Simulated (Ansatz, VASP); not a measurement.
## TaHO2: VASP beside Ansatz

```
Ta H O
1.0
     2.92087    0.00000    0.00000
    -1.46044    2.52955    0.00000
     0.00000    0.00000   10.45279
Ta H O
2 2 4
Direct
  0.66667 0.33333 0.75000
  0.33333 0.66667 0.25000
  0.00000 0.00000 0.00000
  0.00000 0.00000 0.50000
  0.33333 0.66667 0.87155
  0.33333 0.66667 0.62845
  0.66667 0.33333 0.37155
  0.66667 0.33333 0.12845
```

Alike in both runs: functional PBE; k mesh 6 × 6 × 2; occupations gaussian, width 0.1 eV; no spin polarisation.

Ansatz relaxed the structure, and its values are those at the end. VASP's run is a single point on that final structure, the one shown.

```csv
,VASP,Ansatz
version,VASP 6.6.1,Ansatz 0.2.0
potentials or method,"VASP PAW PBE potentials, release 64 (Ta_sv_GW, H, O), cutoff 700 eV","scalar-relativistic, plane waves, PAW"
valence electrons in the cell,52,52
```

Ansatz gave:

* gap on the k mesh at the Fermi level (eV): none
* pressure (GPa): 0.0
* rms of the force components (eV/Å): 0.001

Question: What did VASP give for the same quantities?

Answer: gap on the k mesh at the Fermi level (eV): none; pressure (GPa): 0.0; rms of the force components (eV/Å): 0.021.

A gap of «none» marks a metal or a gap that the smearing closes. With one functional, cell and mesh, what is left measures potentials, basis and numerics.

The k mesh is coarse, so the values compare programs but aren't converged. Neither program's run includes spin-orbit coupling.
